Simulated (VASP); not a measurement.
# BaH2Pd2 (P4/nmm) in VASP: single point with r2SCAN

Aim: the single point of BaH2Pd2 with r2SCAN.

Program: VASP 6.6.1. These are calculated values, not measurements. Logs are shortened: lines on timing, memory, paths and dates and some standing lists are left out, and cuts for length are marked.

## Step 1: The cell of the first run

The structure is tetragonal, space group P4/nmm (No. 129). The conventional cell has a = 4.179 Å, b = 4.179 Å, c = 10.121 Å, α = 90.00°, β = 90.00°, γ = 90.00°. H (site symmetry 4mm) has 5 Pd at 2.39 to 2.49 Å and 4 Ba at 3.19 Å within 3.2 Å. Within 3.3 Å of H (site symmetry -4m2) lie 4 Pd at 2.47 Å and 4 H at 2.95 Å and 4 Ba at 3.26 Å. Pd (site symmetry -4m2) has 4 H at 2.49 Å and 4 Pd at 2.95 Å and 4 Ba at 3.30 Å within 3.4 Å. Pd (site symmetry 4mm) has 5 H at 2.39 to 2.47 Å and 4 Ba at 3.18 Å within 3.2 Å. Ba (site symmetry 4mm) has 9 Pd at 3.18 to 3.83 Å and 9 H at 3.19 to 3.91 Å and 4 Ba at 4.18 Å within 4.2 Å.

## Step 2: Single point, r2SCAN

Input file POSCAR:

```
BaH2Pd2
1.0
    4.1788830000      0.0000000000      0.0000000000
    0.0000000000      4.1788830000      0.0000000000
    0.0000000000      0.0000000000     10.1212540000
H Pd Ba
4 4 2
Direct
    0.0000000000      0.5000000000      0.8670000000
    0.5000000000      0.0000000000      0.1330000000
    0.0000000000      0.0000000000      0.5000000000
    0.5000000000      0.5000000000      0.5000000000
    0.0000000000      0.0000000000      0.0000000000
    0.5000000000      0.5000000000      0.0000000000
    0.0000000000      0.5000000000      0.6310000000
    0.5000000000      0.0000000000      0.3690000000
    0.0000000000      0.5000000000      0.2530000000
    0.5000000000      0.0000000000      0.7470000000
```

Input file INCAR.step1:

```
PREC     = Accurate       # precision mode
ENCUT    = 590            # plane-wave cutoff, eV
ISMEAR   = -1             # smearing method
SIGMA    = 0.0303         # smearing width, eV
LREAL    = F              # projectors in reciprocal space
LASPH    = T              # aspherical terms in the spheres
NELM     = 120            # most SCF steps
NBANDS   = 59             # bands
GGA      = PE             # functional
ALGO     = Normal         # electronic algorithm
EDIFF    = 1E-5           # SCF threshold, eV
LWAVE    = T              # write WAVECAR
LCHARG   = F              # write CHGCAR
GGA_COMPAT= F
```

Input file INCAR.step2:

```
PREC     = Accurate       # precision mode
ENCUT    = 590            # plane-wave cutoff, eV
EDIFF    = 1E-6           # SCF threshold, eV
ISMEAR   = -1             # smearing method
SIGMA    = 0.0303         # smearing width, eV
LREAL    = F              # projectors in reciprocal space
LASPH    = T              # aspherical terms in the spheres
NELM     = 120            # most SCF steps
ALGO     = Normal         # electronic algorithm
ISIF     = 2              # what is computed and relaxed
LWAVE    = F              # write WAVECAR
LCHARG   = F              # write CHGCAR
METAGGA  = R2SCAN         # meta-GGA
LMIXTAU  = T            
NBANDS   = 59             # bands
ISTART   = 1            
GGA_COMPAT= F
```

Input file KPOINTS:

```
regular mesh
0
Gamma
  4 4 2
```

Potentials or basis: VASP PAW PBE potentials, release 64 (H, Pd_sv_GW, Ba_sv).

Started as:

```
cat potpaw_PBE.64/H/POTCAR potpaw_PBE.64/Pd_sv_GW/POTCAR potpaw_PBE.64/Ba_sv/POTCAR > POTCAR
cp INCAR.step1 INCAR
mpirun -np 1 vasp_std > vasp.out
cp INCAR.step2 INCAR
mpirun -np 1 vasp_std > vasp.out
```

OUTCAR:

```text
PREC = Accurate
   ENCUT = 590
   EDIFF = 1E-6
   ISMEAR = -1
   LREAL = F
   LASPH = T
   NELM = 120
   ISIF = 2
   METAGGA = R2SCAN
   ISTART = 1

 ion  position               nearest neighbor table
   1  0.000  0.500  0.867-
   2  0.500  0.000  0.133-
   3  0.000  0.000  0.500-
   4  0.500  0.500  0.500-
   5  0.000  0.000  0.000-   9 3.30  10 3.30   9 3.30  10 3.30
   6  0.500  0.500  0.000-   9 3.30  10 3.30  10 3.30   9 3.30
   7  0.000  0.500  0.631-  10 3.18  10 3.18  10 3.18  10 3.18
   8  0.500  0.000  0.369-   9 3.18   9 3.18   9 3.18   9 3.18
   9  0.000  0.500  0.253-   8 3.18   8 3.18   8 3.18   8 3.18   6 3.30   6 3.30   5 3.30   5 3.30

  10  0.500  0.000  0.747-   7 3.18   7 3.18   7 3.18   7 3.18   6 3.30   5 3.30   5 3.30   6 3.30

  LATTYP: Found a simple tetragonal cell.
 ALAT       =     4.1788830000
 C/A-ratio  =     2.4219998502

  Lattice vectors:

 A1 = (   4.1788830000,   0.0000000000,   0.0000000000)
 A2 = (   0.0000000000,   4.1788830000,   0.0000000000)
 A3 = (   0.0000000000,   0.0000000000,  10.1212540000)

Analysis of symmetry for initial positions (statically):
=====================================================================
 Subroutine PRICEL returns:
 Original cell was already a primitive cell.

 Routine SETGRP: Setting up the symmetry group for a
 simple tetragonal supercell.

 Subroutine GETGRP returns: Found 16 space group operations
 (whereof  8 operations were pure point group operations)
 out of a pool of 16 trial point group operations.

The static configuration has the point symmetry D_2d.
 The point group associated with its full space group is D_4h.

Analysis of symmetry for dynamics (positions and initial velocities):
=====================================================================
 Subroutine PRICEL returns:
 Original cell was already a primitive cell.

 Routine SETGRP: Setting up the symmetry group for a
 simple tetragonal supercell.

 Subroutine GETGRP returns: Found 16 space group operations
 (whereof  8 operations were pure point group operations)
 out of a pool of 16 trial point group operations.

The dynamic configuration has the point symmetry D_2d.
 The point group associated with its full space group is D_4h.

[... 104 lines left out ...]
   NSW    =      0    number of steps for IOM
   IBRION =     -1    ionic relax: 0-MD 1-quasi-New 2-CG
   NFREE  =      0    steps in history (QN), initial steepest desc. (CG)
   ISIF   =      2    stress and relaxation
   ISYM   =      2    0-nonsym 1-usesym 2-fastsym
   POTIM  = 0.5000    time-step for ionic-motion
   TEBEG  =    0.0;   TEEND  =   0.0 temperature during run
   PSTRESS=    0.0 pullay stress
   NELECT =      96.0000    total number of electrons
   NUPDOWN=      -1.0000    fix difference up-down
   EMIN   =  10.00;   EMAX   =-10.00  energy-range for DOS
   EFERMI =   0.00;   METHOD = LEGACY
   ISMEAR =    -1;   SIGMA  =   0.03  broadening in eV -4-tet -1-fermi 0-gaus
   EFERMI_NEDOS =   21; number of points for ismear=-14 and -15
   IALGO  =     38    algorithm
   IMIX   =      4    mixing-type and parameters
     AMIX     =   0.40;   BMIX     =  1.00
     AMIX_MAG =   1.60;   BMIX_MAG =  1.00
  volume/ion in A,a.u.               =      17.67       119.28
  Fermi-wavevector in a.u.,A,eV,Ry     =   1.335715  2.524135 24.274608  1.784133
  Thomas-Fermi vector in A             =   2.464397
   LORBIT       =      0    0 simple, 1 ext, 2 COOP (PROOUT), +10 PAW based schemes
   METAGGA = R2SCAN    functional components
   LHFCALC =     F    Hartree Fock is set to
   AEXX    =    0.0000 exact exchange contribution
   IVDW    =     0    specifies the selected vdW correction
   LEPSILON=     F    determine dielectric tensor
   LRPA    =     F    only Hartree local field effects (RPA)
 non-spin polarized calculation
  energy-cutoff  :      590.00
  volume of cell :      176.75
 maximum number of plane-waves:      5824
 NGX is ok and might be reduce to    36
   NGX = 17   NGY = 17   NGZ = 41

 number of electron      95.9999968 magnetization

 Free energy of the ion-electron system (eV)
  ---------------------------------------------------
  ext. energy  EPLUGINS =         0.00000000
  ---------------------------------------------------
  free energy    TOTEN  =      -151.72401364 eV

  energy without entropy =     -151.71757624  energy(sigma->0) =     -151.72079494

 E-fermi :   3.7474     XC(G=0): -10.6710

 val. band max:        3.6296081915   @ k =   0.2500   0.2500   0.0000
 cond. band min:       3.7750748618   @ k =   0.2500   0.0000   0.0000
 fundamental gap:      0.1454666703
 Fermi energy:         3.7474368506

 k-point     1 :       0.0000    0.0000    0.0000
  band No.  band energies     occupation
      1     -82.2253      2.00000
      2     -82.2108      2.00000
      3     -82.1620      2.00000
      4     -82.1619      2.00000
      5     -47.2140      2.00000
      6     -47.2041      2.00000
[... 733 lines left out ...]
     58       7.5598      0.00000
     59       8.4506      0.00000

------------------------ aborting loop because EDIFF is reached ----------------------------------------

  FORCE on cell =-STRESS in cart. coord.  units (eV):
  Direction    XX          YY          ZZ          XY          YZ          ZX
  --------------------------------------------------------------------------------------
  -------------------------------------------------------------------------------------
  Total       -6.2582943     -6.2582943    -11.5412109      0.0000000      0.0000000     -0.0000000
  in kB      -56.7298736    -56.7298736   -104.6181924      0.0000000      0.0000000     -0.0000000
  external PRESSURE =     -72.6926466 kB  Pullay stress =       0.0000000 kB

 VOLUME and BASIS-vectors are now :
 -----------------------------------------------------------------------------
  energy-cutoff  :      590.00
  volume of cell :      176.75
      direct lattice vectors                 reciprocal lattice vectors
     4.178883000  0.000000000  0.000000000     0.239298396  0.000000000  0.000000000
     0.000000000  4.178883000  0.000000000     0.000000000  0.239298396  0.000000000
     0.000000000  0.000000000 10.121254000     0.000000000  0.000000000  0.098801986

 POSITION                                       TOTAL-FORCE (eV/Angst)
 -----------------------------------------------------------------------------------
      0.00000      2.08944      8.77513        -0.000000     -0.000000     -0.078597
      2.08944      0.00000      1.34613         0.000000      0.000000      0.078597
      0.00000      0.00000      5.06063        -0.000000      0.000000      0.000000
      2.08944      2.08944      5.06063        -0.000000     -0.000000      0.000000
      0.00000      0.00000      0.00000        -0.000000     -0.000000      0.000000
      2.08944      2.08944      0.00000        -0.000000      0.000000      0.000000
      0.00000      2.08944      6.38651        -0.000000      0.000000     -0.855710
      2.08944      0.00000      3.73474        -0.000000      0.000000      0.855710
      0.00000      2.08944      2.56068        -0.000000      0.000000      0.339048
      2.08944      0.00000      7.56058        -0.000000     -0.000000     -0.339048
 -----------------------------------------------------------------------------------
    total drift:                                0.000000      0.000000      0.000000

  FREE ENERGIE OF THE ION-ELECTRON SYSTEM (eV)
  ---------------------------------------------------
  free  energy   TOTEN  =      -151.7240136391 eV

  energy  without entropy=     -151.7175762441  energy(sigma->0) =     -151.72079494
```

OSZICAR.step1:

```text
N       E                     dE             d eps       ncg     rms          rms(c)
DAV:   1     0.176916174305E+04    0.17692E+04   -0.54019E+04  1584   0.193E+03
DAV:   2     0.189077421917E+03   -0.15801E+04   -0.15181E+04  1643   0.984E+02
DAV:   3    -0.224640397622E+02   -0.21154E+03   -0.20030E+03  2408   0.304E+02
DAV:   4    -0.388240181869E+02   -0.16360E+02   -0.14779E+02  2424   0.102E+02
DAV:   5    -0.400189014577E+02   -0.11949E+01   -0.11470E+01  2528   0.201E+01    0.360E+01
DAV:   6    -0.398043301914E+02    0.21457E+00   -0.15714E+02  2272   0.100E+02    0.209E+01
DAV:   7    -0.318054576298E+02    0.79989E+01   -0.28190E+01  2088   0.572E+01    0.109E+01
DAV:   8    -0.326867709201E+02   -0.88131E+00   -0.13393E+01  2408   0.321E+01    0.104E+01
DAV:   9    -0.317510928983E+02    0.93568E+00   -0.52440E+00  2224   0.222E+01    0.481E+00
DAV:  10    -0.314450292906E+02    0.30606E+00   -0.13160E+00  2168   0.106E+01    0.129E+00
DAV:  11    -0.314168392205E+02    0.28190E-01   -0.11534E-01  2216   0.300E+00    0.589E-01
DAV:  12    -0.314073971786E+02    0.94420E-02   -0.14499E-02  2360   0.961E-01    0.398E-01
DAV:  13    -0.314049864142E+02    0.24108E-02   -0.15677E-02  2472   0.124E+00    0.366E-01
DAV:  14    -0.314039234187E+02    0.10630E-02   -0.43439E-03  2220   0.853E-01    0.102E-01
DAV:  15    -0.314039415937E+02   -0.18175E-04   -0.61678E-04  2184   0.153E-01    0.383E-02
DAV:  16    -0.314039360703E+02    0.55234E-05   -0.47919E-05  1567   0.901E-02
   1 F= -.31403936E+02 E0= -.31397429E+02  d E =-.130135E-01
```

It took 11 min on 1 thread of Intel Xeon Platinum 8259CL at 2.50GHz (Skylake/Cascade Lake), shared host; peak memory 0.44 GiB.

What came out:

```
Free energy            : -151.7240 eV
Pressure               : -7.3 GPa
Largest force          : 0.856 eV/Å
Band gap on the k mesh : zero (bands 48 and 49 overlap by 0.34 eV)
```

Forces in eV/Å, atoms in the order of the input:
```
H    0.000  0.000 -0.079
H    0.000  0.000  0.079
H    0.000  0.000  0.000
H    0.000  0.000  0.000
Pd   0.000  0.000  0.000
Pd   0.000  0.000  0.000
Pd   0.000  0.000 -0.856
Pd   0.000  0.000  0.856
Ba   0.000  0.000  0.339
Ba   0.000  0.000 -0.339
```

Stress tensor (GPa, compression positive):
```
 -5.67   0.00   0.00
  0.00  -5.67   0.00
  0.00   0.00 -10.46
```

Caveat: the k points lie up to 0.38 Å⁻¹ apart; the PAW data sets were made with another functional, which shifts forces and pressure a little; spin-orbit coupling is left out, which moves the levels of the heavy elements.

The gap in the log of VASP goes by the Fermi energy; the results here count the filled bands.